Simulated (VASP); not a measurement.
# Os (P6_3/mmc) in VASP: notebook

Runs on Os. Level: PBEsol. Tasks: vibrations by perturbation theory.

All numbers are computed with VASP 6.6.1; they aren't measurements. Logs are shortened: lines on timing, memory, paths and dates and some standing lists are left out, and cuts for length are marked.

## Step 1: The cell of the first run

It takes space group P6_3/mmc (No. 194, hexagonal). The conventional cell has a = 2.716 Å, b = 2.716 Å, c = 4.285 Å, α = 90.00°, β = 90.00°, γ = 120.00°. Os (site symmetry -6m2) has 12 Os at 2.66 to 2.72 Å within 3.5 Å.

## Step 2: Vibrations by perturbation theory, PBEsol (13.69 Å³/atom)

File INCAR:

```
PREC = Accurate
ENCUT = 520
EDIFF = 1E-8
ISMEAR = -1
SIGMA = 0.08
LREAL = False
LASPH = True
NELM = 100
ALGO = Normal
ISIF = 2
LWAVE = False
LCHARG = True
GGA = PS
IBRION = 8
NSW = 1
```

File KPOINTS:

```
Automatic mesh
0
Gamma
  14 14 8
```

File POSCAR:

```
Os
1.0
    2.7159499158      0.0000000000      0.0000000000
   -1.3579749579      2.3520816225      0.0000000000
    0.0000000000      0.0000000000      4.2853643046
Os
2
Direct
    0.3333333333      0.6666666667      0.2500000000
    0.6666666667      0.3333333333      0.7500000000
```

Potentials or basis: VASP PAW PBE potentials, release 64 (Os).

On the command line:

```
cat potpaw_PBE.64/Os/POTCAR > POTCAR
mpirun -np 1 vasp_std > vasp.out
```

OUTCAR:

```text
PREC = Accurate
   ENCUT = 520
   EDIFF = 1E-8
   ISMEAR = -1
   LREAL = False
   LASPH = True
   NELM = 100
   ISIF = 2
   GGA = PS
   IBRION = 8
   NSW = 1

 ion  position               nearest neighbor table
   1  0.333  0.667  0.250-   2 2.66   2 2.66   2 2.66   2 2.66   2 2.66   2 2.66
   2  0.667  0.333  0.750-   1 2.66   1 2.66   1 2.66   1 2.66   1 2.66   1 2.66

  LATTYP: Found a hexagonal cell.
 ALAT       =     2.7159499158
 C/A-ratio  =     1.5778510052

  Lattice vectors:

 A1 = (   2.7159499158,   0.0000000000,   0.0000000000)
 A2 = (  -1.3579749579,   2.3520816225,   0.0000000000)
 A3 = (   0.0000000000,   0.0000000000,   4.2853643046)

Analysis of symmetry for initial positions (statically):
=====================================================================
 Subroutine PRICEL returns:
 Original cell was already a primitive cell.

 Routine SETGRP: Setting up the symmetry group for a
 hexagonal supercell.

 Subroutine GETGRP returns: Found 24 space group operations
 (whereof 12 operations were pure point group operations)
 out of a pool of 24 trial point group operations.

The static configuration has the point symmetry D_3d.
 The point group associated with its full space group is D_6h.

Analysis of symmetry for dynamics (positions and initial velocities):
=====================================================================
 Subroutine PRICEL returns:
 Original cell was already a primitive cell.

 Routine SETGRP: Setting up the symmetry group for a
 hexagonal supercell.

 Subroutine GETGRP returns: Found 24 space group operations
 (whereof 12 operations were pure point group operations)
 out of a pool of 24 trial point group operations.

The dynamic configuration has the point symmetry D_3d.
 The point group associated with its full space group is D_6h.

 Subroutine INISYM returns: Found 24 space group operations
 (whereof 12 operations are pure point group operations),
 and found     1 'primitive' translations

----------------------------------------------------------------------------------------

                                     Primitive cell

  volume of cell :      27.3755

  direct lattice vectors                    reciprocal lattice vectors
     2.715949916  0.000000000  0.000000000     0.368195302  0.212577657  0.000000000
    -1.357974958  2.352081623  0.000000000     0.000000000  0.425155314  0.000000000
     0.000000000  0.000000000  4.285364305     0.000000000  0.000000000  0.233352389

  length of vectors
     2.715949916  2.715949916  4.285364305     0.425155314  0.425155314  0.233352389

  position of ions in fractional coordinates (direct lattice)
     0.333333333  0.666666667  0.250000000
     0.666666667  0.333333333  0.750000000

  ion indices of the primitive-cell ions
   primitive index   ion index
                 1           1
                 2           2

----------------------------------------------------------------------------------------

 KPOINTS: Automatic mesh

Automatic generation of k-mesh.
 Grid dimensions read from file:
 generate k-points for:   14   14    8

 Generating k-lattice:

  Cartesian coordinates                     Fractional coordinates (reciprocal lattice)
     0.026299664  0.015184118  0.000000000     0.071428571  0.000000000  0.000000000
     0.000000000  0.030368237  0.000000000     0.000000000  0.071428571  0.000000000
     0.000000000  0.000000000  0.029169049     0.000000000  0.000000000  0.125000000

  Length of vectors
     0.030368237  0.030368237  0.029169049

  Shift w.r.t. Gamma in fractional coordinates (k-lattice)
     0.000000000  0.000000000  0.000000000

 Subroutine IBZKPT returns following result:
 ===========================================

 Found    120 irreducible k-points:

 Following reciprocal coordinates:
            Coordinates               Weight
  0.000000  0.000000  0.000000      1.000000
  0.071429 -0.000000  0.000000      6.000000
  0.142857  0.000000  0.000000      6.000000
  0.214286 -0.000000  0.000000      6.000000
  0.285714  0.000000  0.000000      6.000000
  0.357143  0.000000  0.000000      6.000000
[... 43 lines left out ...]
   ISIF   =      2    stress and relaxation
   ISYM   =      2    0-nonsym 1-usesym 2-fastsym
   POTIM  = 0.5000    time-step for ionic-motion
   TEBEG  =    0.0;   TEEND  =   0.0 temperature during run
   PSTRESS=    0.0 pullay stress
   NELECT =      16.0000    total number of electrons
   NUPDOWN=      -1.0000    fix difference up-down
   EMIN   =  10.00;   EMAX   =-10.00  energy-range for DOS
   EFERMI =   0.00;   METHOD = LEGACY
   ISMEAR =    -1;   SIGMA  =   0.08  broadening in eV -4-tet -1-fermi 0-gaus
   EFERMI_NEDOS =   21; number of points for ismear=-14 and -15
   IALGO  =     38    algorithm
   IMIX   =      4    mixing-type and parameters
     AMIX     =   0.40;   BMIX     =  1.00
     AMIX_MAG =   1.60;   BMIX_MAG =  1.00
  volume/ion in A,a.u.               =      13.69        92.37
  Fermi-wavevector in a.u.,A,eV,Ry     =   1.368761  2.586583 25.490595  1.873506
  Thomas-Fermi vector in A             =   2.494696
   LORBIT       =      0    0 simple, 1 ext, 2 COOP (PROOUT), +10 PAW based schemes
   GGA     = PS    functional components
   LHFCALC =     F    Hartree Fock is set to
   AEXX    =    0.0000 exact exchange contribution
   IVDW    =     0    specifies the selected vdW correction
   LEPSILON=     F    determine dielectric tensor
   LRPA    =     F    only Hartree local field effects (RPA)
 non-spin polarized calculation
  energy-cutoff  :      520.00
  volume of cell :       27.38
 maximum number of plane-waves:       752
   NGX = 11   NGY = 11   NGZ = 15

--------------------------------------- Ionic step        1  -------------------------------------------

 number of electron      15.9999998 magnetization

 Free energy of the ion-electron system (eV)
  ---------------------------------------------------
  ext. energy  EPLUGINS =         0.00000000
  ---------------------------------------------------
  free energy    TOTEN  =       -24.48543823 eV

  energy without entropy =      -24.45673267  energy(sigma->0) =      -24.47108545

 E-fermi :   9.6685     XC(G=0): -14.2783

 val. band max:        9.6642813128   @ k =   0.4286  -0.0000   0.3750
 cond. band min:       9.6704446596   @ k =   0.1429   0.0714   0.3750
 fundamental gap:      0.0061633469
 Fermi energy:         9.6684902256

 k-point     1 :       0.0000    0.0000    0.0000
  band No.  band energies     occupation
      1      -1.5536      2.00000
      2       1.6050      2.00000
      3       6.4670      2.00000
      4       6.4670      2.00000
      5       6.7503      2.00000
      6       7.3479      2.00000
      7       7.3479      2.00000
      8       8.0124      2.00000
      9       8.0124      2.00000
     10       9.6553      1.08209
     11      11.3885      0.00000
     12      11.3885      0.00000
[... 331 lines left out ...]
 k-point    24 :       0.3571    0.2857    0.0000
  band No.  band energies     occupation
      1       2.8810      2.00000
      2       3.9143      2.00000
      3       4.0147      2.00000
      4       4.9486      2.00000
      5       5.9440      2.00000
      6       6.2798      2.00000
      7       8.2001      2.00000
      8      10.9852      0.00000
      9      11.4515      0.00000
     10      11.8224      0.00000
     11      15.1175      0.00000
     12      15.1624      0.00000

 [... further k-points ...]

------------------------ aborting loop because EDIFF is reached ----------------------------------------

  FORCE on cell =-STRESS in cart. coord.  units (eV):
  Direction    XX          YY          ZZ          XY          YZ          ZX
  --------------------------------------------------------------------------------------
  -------------------------------------------------------------------------------------
  Total        1.2532604      1.2532604      1.3185683      0.0000000      0.0000000      0.0000000
  in kB       73.3482924     73.3482924     77.1705035      0.0000000      0.0000000      0.0000000
  external PRESSURE =      74.6223628 kB  Pullay stress =       0.0000000 kB

 VOLUME and BASIS-vectors are now :
 -----------------------------------------------------------------------------
  energy-cutoff  :      520.00
  volume of cell :       27.38
      direct lattice vectors                 reciprocal lattice vectors
     2.715949916  0.000000000  0.000000000     0.368195302  0.212577657  0.000000000
    -1.357974958  2.352081623  0.000000000     0.000000000  0.425155314  0.000000000
     0.000000000  0.000000000  4.285364305     0.000000000  0.000000000  0.233352389

 POSITION                                       TOTAL-FORCE (eV/Angst)
 -----------------------------------------------------------------------------------
     -0.00000      1.56805      1.07134        -0.000000      0.000000      0.000000
      1.35797      0.78403      3.21402         0.000000     -0.000000      0.000000
 -----------------------------------------------------------------------------------
    total drift:                                0.000000     -0.000000     -0.000000

  FREE ENERGIE OF THE ION-ELECTRON SYSTEM (eV)
  ---------------------------------------------------
  free  energy   TOTEN  =       -24.4854382285 eV

  energy  without entropy=      -24.4567326749  energy(sigma->0) =      -24.47108545

[... ionic steps 2 to 3 ...]

--------------------------------------- Ionic step        4  -------------------------------------------

------------------------ aborting loop because EDIFF is reached ----------------------------------------

[... ionic steps 5 to 5 ...]

--------------------------------------- Ionic step        6  -------------------------------------------

 Free energy of the ion-electron system (eV)
  ---------------------------------------------------
  ---------------------------------------------------
  free energy    TOTEN  =        -0.23792763 eV

  energy without entropy =       -0.23792763

------------------------ aborting loop because EDIFF is reached ----------------------------------------

 INTERNAL STRAIN TENSOR  FOR ION    1  DIRECTION 3   (eV/Angst):
 -----------------------------------------------------------------------------
    -0.07723  0.00000 -0.00000
     0.00000 -0.07723  0.00000
    -0.00000 -0.00000  0.15872

 INTERNAL STRAIN TENSOR FOR ION    2 for displacements in x,y,z  (eV/Angst):
          X           Y           Z          XY          YZ          ZX
  --------------------------------------------------------------------------------
  x     0.00000     0.00000     0.00000     3.85760     0.00000     0.00000
  y     3.85760    -3.85760     0.00000     0.00000     0.00000     0.00000
  z     0.00000    -0.00000     0.00000     0.00000     0.00000     0.00000

 SECOND DERIVATIVES (NOT SYMMETRIZED)
 ------------------------------------
               1X          1Y          1Z          2X          2Y          2Z
  1X    -9.444463    0.000000    0.000000    9.444463    0.000000    0.000000
  1Y     0.000000   -9.444463    0.000000    0.000000    9.444463    0.000000
  1Z     0.000000    0.000000  -18.755199    0.000000    0.000000   18.755199
  2X     9.444463    0.000000    0.000000   -9.444463    0.000000    0.000000
  2Y     0.000000    9.444463    0.000000    0.000000   -9.444463    0.000000
  2Z     0.000000    0.000000   18.755199    0.000000    0.000000  -18.755199

 Eigenvectors and eigenvalues of the dynamical matrix
 ----------------------------------------------------

   1 f  =    6.942587 THz    43.621558 2PiTHz  231.579761 cm-1    28.712218 meV
             X         Y         Z           dx          dy          dz
     -0.000000  1.568054  1.071341     0.000000    0.000000    0.707107
      1.357975  0.784027  3.214023     0.000000   -0.000000   -0.707107
[... 11 lines left out ...]
   4 f  =    0.000000 THz     0.000000 2PiTHz    0.000001 cm-1     0.000000 meV
             X         Y         Z           dx          dy          dz
     -0.000000  1.568054  1.071341    -0.662391   -0.228290    0.095509
      1.357975  0.784027  3.214023    -0.662391   -0.228290    0.095509

   5 f/i=    0.000000 THz     0.000000 2PiTHz    0.000001 cm-1     0.000000 meV
             X         Y         Z           dx          dy          dz
     -0.000000  1.568054  1.071341     0.244904   -0.565598    0.346585
      1.357975  0.784027  3.214023     0.244904   -0.565598    0.346585

   6 f/i=    0.000000 THz     0.000001 2PiTHz    0.000003 cm-1     0.000000 meV
             X         Y         Z           dx          dy          dz
     -0.000000  1.568054  1.071341    -0.035499    0.357747    0.608898
      1.357975  0.784027  3.214023    -0.035499    0.357747    0.608898

--------------------------------------------------------------------------------------------------------

 ELASTIC MODULI CONTR FROM IONIC RELAXATION (kBar)
 Direction    XX          YY          ZZ          XY          YZ          ZX
 --------------------------------------------------------------------------------
 XX         -92.2157     92.2157     -0.0000     -0.0000     -0.0000     -0.0000
 YY          92.2157    -92.2157      0.0000      0.0000      0.0000      0.0000
 ZZ          -0.0000      0.0000     -0.0000      0.0000     -0.0000     -0.0000
 XY          -0.0000      0.0000      0.0000    -92.2157      0.0000      0.0000
 YZ          -0.0000      0.0000     -0.0000      0.0000     -0.0000     -0.0000
 ZX          -0.0000      0.0000     -0.0000      0.0000     -0.0000     -0.0000
 --------------------------------------------------------------------------------
```

Run time: 3.9 min. Hardware: 1 thread of Oxide Virtual Turin-like, shared host; peak memory 0.39 GiB.

What came out:

- Highest phonon frequency at Γ: 232 cm⁻¹

Phonon frequencies in cm⁻¹ (negative: imaginary):
| q point | frequencies |
| --- | --- |
| (0.000, 0.000, 0.000) | 0 0 0 164 164 232 |

Caveat: the cell stands under pressure or tension, which shifts response properties; the PAW data sets were made with another functional, which shifts forces and pressure a little; spin-orbit coupling is left out, which moves the levels of the heavy elements.

(Part 1 of 2 ends here.)
